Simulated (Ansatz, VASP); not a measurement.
# Two plane-wave programs on LiPb2O3

```xyz
6
Lattice="5.6429 0.0000 0.0000 -2.8214 4.8869 0.0000 0.0000 0.0000 3.4360" Properties=species:S:1:pos:R:3 pbc="T T T"
Li    0.0000    0.0000    0.0000
Pb    0.0000    3.2579    0.0000
Pb    2.8214    1.6290    0.0000
O     2.8214    0.0000    1.7180
O     1.4107    2.4434    1.7180
O    -1.4107    2.4434    1.7180
```

Alike in both runs: task relaxation of cell and atoms; functional PBE; k mesh 6 × 6 × 6; occupations gaussian, width 0.1 eV; no spin polarisation.

|  | VASP | Ansatz |
| --- | --- | --- |
| version | VASP 6.6.1 | Ansatz 0.2.0 |
| potentials or method | VASP PAW PBE potentials, release 64 (Li_sv, Pb_d, O), cutoff 600 eV | scalar-relativistic, plane waves, PAW |
| valence electrons in the cell | 49 | 49 |

```csv
,VASP,Ansatz,Ansatz less VASP
"gap on the k mesh at the Fermi level, each at its own relaxed structure (eV)",none,none,-
relaxed volume (Å³/atom),18.85,18.83,-0.020
relaxed length of the cell vector where the two differ most in proportion (Å),6.299,6.293,-0.0057
```

A gap of «none» marks a metal or a gap that the smearing closes.

Spin-orbit coupling is off throughout. Noted on VASP's run: the cutoff is under 1.25 times that of the potentials, so the pressure is a little rough; the volume moved by over 15 % at a fixed basis, so the end points are rough.
